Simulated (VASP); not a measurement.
Here is a VASP 6.6.1 calculation.

Contents of INCAR:

```
SYSTEM = SnO
ALGO = Normal ; EDIFF = 1E-8
ENCUT = 520 ; GGA = PS
ISIF = 2 ; ISMEAR = 0
LASPH = .TRUE. ; LCHARG = .FALSE.
LEPSILON = .TRUE. ; LREAL = .FALSE.
LWAVE = .FALSE. ; NELM = 60
PREC = Accurate ; SIGMA = 0.01
```

File KPOINTS:

```
k-points
0
G
  6 4 5
  0 0 0
```

File POSCAR:

```
SnO
1.0
    3.3550050000      0.0000000000      0.0000000000
    0.0000000000      5.6741040000      0.0000000000
    0.0000000000      0.0000000000      4.2219700000
Sn O
2 2
Direct
    0.0000000000      0.2319090000      0.5131440000
    0.5000000000      0.7680910000      0.0131440000
    0.0000000000      0.8912500000      0.7368570000
    0.5000000000      0.1087500000      0.2368570000
```

Potentials or basis: VASP PAW PBE potentials, release 64 (Sn_d, O).

The run is started by

```sh
$ cat potpaw_PBE.64/Sn_d/POTCAR potpaw_PBE.64/O/POTCAR > POTCAR
$ mpirun -np 1 vasp_std > vasp.out
```

Task: What does it give for the electronic dielectric tensor (diagonal)?

Result: 7.78, 6.64, 6.01.

Task: Predict the Born charges (mean of the diagonal).

Result: Sn +2.62; O -2.62 e.

Task: What does it give for the band gap on the k mesh?

Result: 1.58 eV (least direct gap 2.33 eV).

Born effective charge tensors (e):
atom 1, Sn
```
 2.87  0.00  0.00
 0.00  2.73  0.02
 0.00 -0.60  2.25
```
atom 2, Sn
```
 2.87  0.00  0.00
 0.00  2.73 -0.02
 0.00  0.60  2.25
```
atom 3, O
```
-2.87  0.00  0.00
 0.00 -2.73  1.00
 0.00  1.48 -2.25
```
atom 4, O
```
-2.87  0.00  0.00
 0.00 -2.73 -1.00
 0.00 -1.48 -2.25
```

Caveat: spin-orbit coupling is left out, which moves the levels of the heavy elements; an odd mesh through Γ misses points on the zone boundary, where band edges can lie.
